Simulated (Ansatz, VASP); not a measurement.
**Two plane-wave programs on Hf2SeS3**

```
Hf Se S
1.0
     4.59415    0.00000    0.00000
     0.00000    4.59415    0.00000
     0.00000    0.00000    6.80351
Hf Se S
2 1 3
Direct
  0.50000 0.00000 0.21671
  0.00000 0.50000 0.78329
  0.50000 0.50000 0.50000
  0.00000 0.00000 0.26848
  0.00000 0.00000 0.73152
  0.50000 0.50000 0.00000
```

Change from the starting cell: species swapped into the CsLi2I3 type (P-4m2, No. 115).

Alike in both runs: functional PBE; k mesh 4 × 4 × 4; occupations gaussian, width 0.1 eV; no spin polarisation.

Ansatz relaxed the structure, and its values are those at the end. VASP's run is a single point on that final structure, the one shown.

```csv
,VASP,Ansatz
version,VASP 6.6.1,Ansatz 0.2.0
potentials or method,"VASP PAW PBE potentials, release 64 (Hf_pv, Se, S), cutoff 520 eV","scalar-relativistic, plane waves, PAW"
valence electrons in the cell,44,86
```

```csv
,VASP,Ansatz,Ansatz less VASP
gap on the k mesh at the Fermi level (eV),0.30,0.29,-0.010
least direct gap on the mesh (eV),0.30,0.29,-0.010
pressure (GPa),-0.4,0.0,+0.42
rms of the force components (eV/Å),0.003,0.002,-0.0011
```

VASP's potentials hold 44 valence electrons a cell and Ansatz's 86, so a difference there can come from the potentials and not from the codes.

Spin-orbit coupling is off throughout.
